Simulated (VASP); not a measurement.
# TaSi2 (P6_222) in VASP: a series of runs, part 2 of 2

VASP 6.6.1. Earlier steps stand in the parts before.

## 3. Single point, PBEsol (strain +0.025 along x and y, -0.025 along z)

Input file INCAR:

```
SYSTEM = TaSi2
PREC     = Accurate       ! precision mode
ENCUT    = 520            ! plane-wave cutoff, eV
EDIFF    = 1E-6           ! SCF threshold, eV
ISMEAR   = 0              ! smearing method
SIGMA    = 0.15           ! smearing width, eV
LREAL    = .False.        ! projectors in reciprocal space
LASPH    = .True.         ! aspherical terms in the spheres
NELM     = 80             ! most SCF steps
ALGO     = Normal         ! electronic algorithm
ISIF     = 2              ! what is computed and relaxed
LWAVE    = .False.        ! write WAVECAR
LCHARG   = .False.        ! write CHGCAR
GGA      = PS             ! functional
NBANDS   = 38             ! bands
```

Input file KPOINTS:

```
Automatic mesh
0
Gamma
  12 12 6
  0 0 0
```

Input file POSCAR:

```
TaSi2
1.0
    4.8798810202      0.0000000000      0.0000000000
   -2.4399405101      4.2261009310      0.0000000000
    0.0000000000      0.0000000000      6.3918895460
Ta Si
3 6
Direct
    0.5000000000      0.0000000000      0.5000000000
    0.5000000000      0.5000000000      0.8333333333
    0.0000000000      0.5000000000      0.1666666667
    0.1592675430      0.3185350860      0.5000000000
    0.8407324570      0.1592675430      0.8333333333
    0.6814649140      0.8407324570      0.1666666667
    0.8407324570      0.6814649140      0.5000000000
    0.1592675430      0.8407324570      0.8333333333
    0.3185350860      0.1592675430      0.1666666667
```

Potentials or basis: VASP PAW PBE potentials, release 64 (Ta_pv, Si).

Launch:

```
cat potpaw_PBE.64/Ta_pv/POTCAR potpaw_PBE.64/Si/POTCAR > POTCAR
mpirun -np 1 vasp_std > vasp.out
```

OUTCAR:

```text
SYSTEM = TaSi2
   PREC = Accurate
   ENCUT = 520
   EDIFF = 1E-6
   ISMEAR = 0
   LREAL = .False.
   LASPH = .True.
   NELM = 80
   ISIF = 2
   GGA = PS

 ion  position               nearest neighbor table
   1  0.500  0.000  0.500-   5 2.57   6 2.57   8 2.57   9 2.57   7 2.79   4 2.79   4 2.79   7 2.79
                             4 2.88   7 2.88   2 3.24   2 3.24   3 3.24   3 3.24
   2  0.500  0.500  0.833-   4 2.57   7 2.57   6 2.57   9 2.57   8 2.79   5 2.79   8 2.79   5 2.79
                             8 2.88   5 2.88   1 3.24   1 3.24   3 3.24   3 3.24
   3  0.000  0.500  0.167-   4 2.57   7 2.57   5 2.57   8 2.57   6 2.79   9 2.79   9 2.79   6 2.79
                             6 2.88   9 2.88   1 3.24   1 3.24   2 3.24   2 3.24
   4  0.159  0.319  0.500-   5 2.52   9 2.52   2 2.57   3 2.57   7 2.69   1 2.79   1 2.79   1 2.88
                             7 2.88   7 2.88
   5  0.841  0.159  0.833-   4 2.52   6 2.52   1 2.57   3 2.57   8 2.69   2 2.79   2 2.79   2 2.88
                             8 2.88   8 2.88
   6  0.681  0.841  0.167-   7 2.52   5 2.52   1 2.57   2 2.57   9 2.69   3 2.79   3 2.79   3 2.88
                             9 2.88   9 2.88
   7  0.841  0.681  0.500-   6 2.52   8 2.52   2 2.57   3 2.57   4 2.69   1 2.79   1 2.79   1 2.88
                             4 2.88   4 2.88
   8  0.159  0.841  0.833-   7 2.52   9 2.52   1 2.57   3 2.57   5 2.69   2 2.79   2 2.79   2 2.88
                             5 2.88   5 2.88
   9  0.319  0.159  0.167-   4 2.52   8 2.52   1 2.57   2 2.57   6 2.69   3 2.79   3 2.79   3 2.88
                             6 2.88   6 2.88

  LATTYP: Found a hexagonal cell.
 ALAT       =     4.8798810202
 C/A-ratio  =     1.3098453670

  Lattice vectors:

 A1 = (   4.8798810202,   0.0000000000,   0.0000000000)
 A2 = (  -2.4399405101,   4.2261009310,   0.0000000000)
 A3 = (   0.0000000000,   0.0000000000,   6.3918895460)

Analysis of symmetry for initial positions (statically):
=====================================================================
 Subroutine PRICEL returns:
 Original cell was already a primitive cell.

 Routine SETGRP: Setting up the symmetry group for a
 hexagonal supercell.

 Subroutine GETGRP returns: Found 12 space group operations
[... 163 lines left out ...]
   LRPA    =     F    only Hartree local field effects (RPA)
 non-spin polarized calculation
 Gauss-broadening in eV      SIGMA  =   0.15
  energy-cutoff  :      520.00
  volume of cell :      131.82
 maximum number of plane-waves:      3573
   NGX = 19   NGY = 19   NGZ = 23

 number of electron      56.9999995 magnetization

 Free energy of the ion-electron system (eV)
  ---------------------------------------------------
  ext. energy  EPLUGINS =         0.00000000
  ---------------------------------------------------
  free energy    TOTEN  =       -77.12072497 eV

  energy without entropy =      -77.08649307  energy(sigma->0) =      -77.10360902

 E-fermi :   9.0952     XC(G=0): -12.0893

 val. band max:        9.0944829104   @ k =   0.3333   0.2500   0.1667
 cond. band min:       9.0964371857   @ k =   0.3333   0.1667   0.3333
 fundamental gap:      0.0019542753
 Fermi energy:         9.0951744123

 k-point     1 :       0.0000    0.0000    0.0000
  band No.  band energies     occupation
      1     -25.2520      2.00000
      2     -25.2129      2.00000
      3     -25.2129      2.00000
      4     -25.1785      2.00000
      5     -25.1785      2.00000
      6     -25.0741      2.00000
[... 973 lines left out ...]
     37      12.8912      0.00000
     38      13.2218      0.00000

 [... further k-points ...]

------------------------ aborting loop because EDIFF is reached ----------------------------------------

  FORCE on cell =-STRESS in cart. coord.  units (eV):
  Direction    XX          YY          ZZ          XY          YZ          ZX
  --------------------------------------------------------------------------------------
  -------------------------------------------------------------------------------------
  Total       -6.4598656     -6.4598656      6.8811444      0.0000000      0.0000000     -0.0000000
  in kB      -78.5155551    -78.5155551     83.6359305      0.0000000      0.0000000     -0.0000000
  external PRESSURE =     -24.4650599 kB  Pullay stress =       0.0000000 kB

 VOLUME and BASIS-vectors are now :
 -----------------------------------------------------------------------------
  energy-cutoff  :      520.00
  volume of cell :      131.82
      direct lattice vectors                 reciprocal lattice vectors
     4.879881020  0.000000000  0.000000000     0.204923029  0.118312366  0.000000000
    -2.439940510  4.226100931  0.000000000     0.000000000  0.236624732  0.000000000
     0.000000000  0.000000000  6.391889546     0.000000000  0.000000000  0.156448260

 POSITION                                       TOTAL-FORCE (eV/Angst)
 -----------------------------------------------------------------------------------
      2.43994      0.00000      3.19594         0.000000      0.000000      0.000000
      1.21997      2.11305      5.32657         0.000000      0.000000     -0.000000
     -1.21997      2.11305      1.06531         0.000000      0.000000     -0.000000
      0.00000      1.34616      3.19594        -0.000000     -0.123273      0.000000
      3.71407      0.67308      5.32657         0.106758     -0.061637      0.000000
      1.27413      3.55302      1.06531         0.106758      0.061637     -0.000000
      2.43994      2.87994      3.19594         0.000000      0.123273      0.000000
     -1.27413      3.55302      5.32657        -0.106758      0.061637      0.000000
      1.16581      0.67308      1.06531        -0.106758     -0.061637      0.000000
 -----------------------------------------------------------------------------------
    total drift:                               -0.000000      0.000000     -0.000000

  FREE ENERGIE OF THE ION-ELECTRON SYSTEM (eV)
  ---------------------------------------------------
  free  energy   TOTEN  =       -77.1207249688 eV

  energy  without entropy=      -77.0864930657  energy(sigma->0) =      -77.10360902
```

OSZICAR:

```text
N       E                     dE             d eps       ncg     rms          rms(c)
DAV:   1     0.379190106784E+03    0.37919E+03   -0.28070E+04  5792   0.141E+03
DAV:   2    -0.595451945862E+02   -0.43874E+03   -0.42682E+03  6604   0.359E+02
DAV:   3    -0.791611487298E+02   -0.19616E+02   -0.19187E+02  7380   0.662E+01
DAV:   4    -0.795289753365E+02   -0.36783E+00   -0.36502E+00  7304   0.889E+00
DAV:   5    -0.795342418961E+02   -0.52666E-02   -0.52623E-02  7190   0.113E+00    0.315E+01
DAV:   6    -0.774334132537E+02    0.21008E+01   -0.77798E+00  7336   0.127E+01    0.144E+01
DAV:   7    -0.771531065040E+02    0.28031E+00   -0.58318E-01  7196   0.366E+00    0.445E+00
DAV:   8    -0.771218515926E+02    0.31255E-01   -0.60579E-02  7394   0.114E+00    0.486E-01
DAV:   9    -0.771209007560E+02    0.95084E-03   -0.35588E-03  7460   0.311E-01    0.260E-01
DAV:  10    -0.771207404151E+02    0.16034E-03   -0.65294E-04  7196   0.146E-01    0.627E-02
DAV:  11    -0.771207272372E+02    0.13178E-04   -0.56774E-05  7356   0.376E-02    0.167E-02
DAV:  12    -0.771207258331E+02    0.14041E-05   -0.50657E-06  6448   0.111E-02    0.409E-03
DAV:  13    -0.771207249688E+02    0.86432E-06   -0.43096E-07  4240   0.330E-03
   1 F= -.77120725E+02 E0= -.77103609E+02  d E =-.342319E-01
```

stdout:

```text
POSCAR found type information on POSCAR TaSi
 POSCAR found :  2 types and       9 ions
 scaLAPACK will be used
 -----------------------------------------------------------------------------
|                                                                             |
|                                                                             |
|     You enforced a specific xc type in the INCAR file but a different       |
|     I HOPE YOU KNOW WHAT YOU ARE DOING!                                     |
|                                                                             |
 -----------------------------------------------------------------------------

 LDA part: xc-table for (Slater+PW92), standard interpolation
 POSCAR, INCAR and KPOINTS ok, starting setup
 FFT: planning ... GRIDC
 FFT: planning ... GRID_SOFT
 FFT: planning ... GRID
 WAVECAR not read
 entering main loop
```

It took 2 min on 1 thread of Intel Xeon 6975P-C (Granite Rapids), shared host; peak memory 0.44 GiB.

What came out:

| Quantity | Value |
| --- | --- |
| Free energy | -77.1207 eV |
| Pressure | -2.4 GPa |
| Largest force | 0.123 eV/Å |
| Band gap on the k mesh | zero (an odd number of electrons rules out a gap without spin polarisation) |

Forces on the atoms (eV/Å):
```
Ta   0.000  0.000  0.000
Ta   0.000  0.000  0.000
Ta   0.000  0.000  0.000
Si   0.000 -0.123  0.000
Si   0.107 -0.062  0.000
Si   0.107  0.062  0.000
Si   0.000  0.123  0.000
Si  -0.107  0.062  0.000
Si  -0.107 -0.062  0.000
```

Caveat: the cell differs from its parent crystal (strain +0.025 along x and y, -0.025 along z); the stress differs along the axes, from -8 to 8 GPa; the PAW data sets were made with another functional, which shifts forces and pressure a little; spin-orbit coupling is left out, which moves the levels of the heavy elements.

## 4. Single point, PBEsol (strain +0.050 along x and y, -0.025 along z)

Input file INCAR:

```
ALGO     = Normal         # electronic algorithm
EDIFF    = 1E-6           # SCF threshold, eV
ENCUT    = 520            # plane-wave cutoff, eV
GGA      = PS             # functional
ISIF     = 2              # what is computed and relaxed
ISMEAR   = 0              # smearing method
LASPH    = True           # aspherical terms in the spheres
LCHARG   = False          # write CHGCAR
LREAL    = False          # projectors in reciprocal space
LWAVE    = False          # write WAVECAR
NBANDS   = 38             # bands
NELM     = 100            # most SCF steps
PREC     = Accurate       # precision mode
SIGMA    = 0.15           # smearing width, eV
```

Input file KPOINTS:

```
k-points
0
Gamma
  12 12 6
```

POSCAR, as its differences from that of step 3:

```diff
@@ -2,4 +2,4 @@
 1.0
-    4.8798810202      0.0000000000      0.0000000000
-   -2.4399405101      4.2261009310      0.0000000000
+    4.9989025085      0.0000000000      0.0000000000
+   -2.4994512542      4.3291765634      0.0000000000
     0.0000000000      0.0000000000      6.3918895460
```

Launch:

```
cat potpaw_PBE.64/Ta_pv/POTCAR potpaw_PBE.64/Si/POTCAR > POTCAR
mpirun -np 1 vasp_std > vasp.out
```

Wall time 9.9 min (1 thread of Intel Xeon 8259CL, shared host); peak memory 0.46 GiB.

It converged, with:

```
Free energy            : -76.6297 eV
Pressure               : -9.3 GPa
Largest force          : 0.114 eV/Å
Band gap on the k mesh : zero (an odd number of electrons rules out a gap without spin polarisation)
```

Forces on the atoms (eV/Å):
```
Ta   0.000  0.000  0.000
Ta   0.000  0.000  0.000
Ta   0.000  0.000  0.000
Si   0.000 -0.114  0.000
Si   0.099 -0.057  0.000
Si   0.099  0.057  0.000
Si   0.000  0.114  0.000
Si  -0.099  0.057  0.000
Si  -0.099 -0.057  0.000
```

Stress tensor (GPa, compression positive):
```
-15.93   0.00   0.00
  0.00 -15.93   0.00
  0.00   0.00   4.02
```

Levels at points of the mesh, in eV from the Fermi level:
```
           k point  band 26  band 27  band 28  band 29  band 30  band 31  band 32  band 33
(0.00, 0.00, 0.00)    -2.18    -1.77    -1.77    -1.63     0.97     2.36     2.36     2.95
(0.50, 0.00, 0.00)    -1.09    -0.50    -0.27     0.12     0.83     0.98     1.34     2.06
(0.00, 0.00, 0.50)    -2.02    -2.02    -1.96     1.50     1.50     2.58     2.58     3.01
(0.50, 0.00, 0.50)    -1.74    -1.50    -0.70    -0.67     1.20     1.64     2.13     2.18
```

Caveat: the cell differs from its parent crystal (strain +0.050 along x and y, -0.025 along z); the stress differs along the axes, from -16 to 4 GPa; the PAW data sets were made with another functional, which shifts forces and pressure a little; spin-orbit coupling is left out, which moves the levels of the heavy elements.

## 5. The runs side by side

| cell | gap on the mesh (eV) | pressure (GPa) | largest force (eV/Å) |
| --- | --- | --- | --- |
| a = 4.761, b = 4.761, c = 6.720 Å, angles 90.0, 90.0, 120.0°, 9 atoms | none | -4.8 | 0.09 |
| a = 4.880, b = 4.880, c = 6.392 Å, angles 90.0, 90.0, 120.0°, 9 atoms | none | -2.4 | 0.12 |
| a = 4.999, b = 4.999, c = 6.392 Å, angles 90.0, 90.0, 120.0°, 9 atoms | none | -9.3 | 0.11 |

Alike in all rows: task single point; level PBEsol; potentials or basis VASP PAW PBE potentials, release 64 (Ta_pv, Si); no spin polarisation; k mesh 12 × 12 × 6; cutoff (eV) 520; smearing gaussian 0.15 eV.

Caveats: the PAW data sets were made with another functional, which shifts forces and pressure a little; spin-orbit coupling is left out, which moves the levels of the heavy elements; the stress differs along the axes, from -10 to -2 GPa (at least some runs); the stress differs along the axes, from -8 to 8 GPa (at least some runs); the stress differs along the axes, from -16 to 4 GPa (at least some runs).

Total energies depend on the potentials used, so only differences within one code and one set of settings carry meaning.

The gap in the log of VASP goes by the Fermi energy; the results here count the filled bands.